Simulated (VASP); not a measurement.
A run of VASP 6.6.1 is set up as follows.

The input INCAR:

```
ALGO = Fast ; EDIFF = 1E-6
ENCUT = 520 ; GGA = PE
ISIF = 2 ; ISMEAR = 0
LASPH = True ; LCHARG = True
LELF = True ; LREAL = False
LVHAR = True ; LWAVE = False
NBANDS = 19 ; NELM = 100
PREC = Accurate ; SIGMA = 0.016
```

The input KPOINTS:

```
k-points
0
Gamma
  9 9 5
```

Contents of POSCAR:

```
Zr
1.0
    3.2320000000      0.0000000000      0.0000000000
   -1.6160000000      2.7989941050      0.0000000000
    0.0000000000      0.0000000000      5.1470000000
Zr
2
Direct
    0.6666666667      0.3333333333      0.7500000000
    0.3333333333      0.6666666667      0.2500000000
```

Potentials or basis: VASP PAW PBE potentials, release 64 (Zr_sv).

Command:

```console
$ cat potpaw_PBE.64/Zr_sv/POTCAR > POTCAR
$ mpirun -np 1 vasp_std > vasp.out
```

Problem. Estimate the pressure.

Solution. 0.6 GPa.

Problem. Estimate the band gap on the k mesh.

Solution. Zero (band 12 reaches 9.85 eV, above the bottom of band 13 at 8.74 eV).

Stress tensor (GPa, compression positive):
```
0.22 0.00 0.00
0.00 0.22 0.00
0.00 0.00 1.33
```
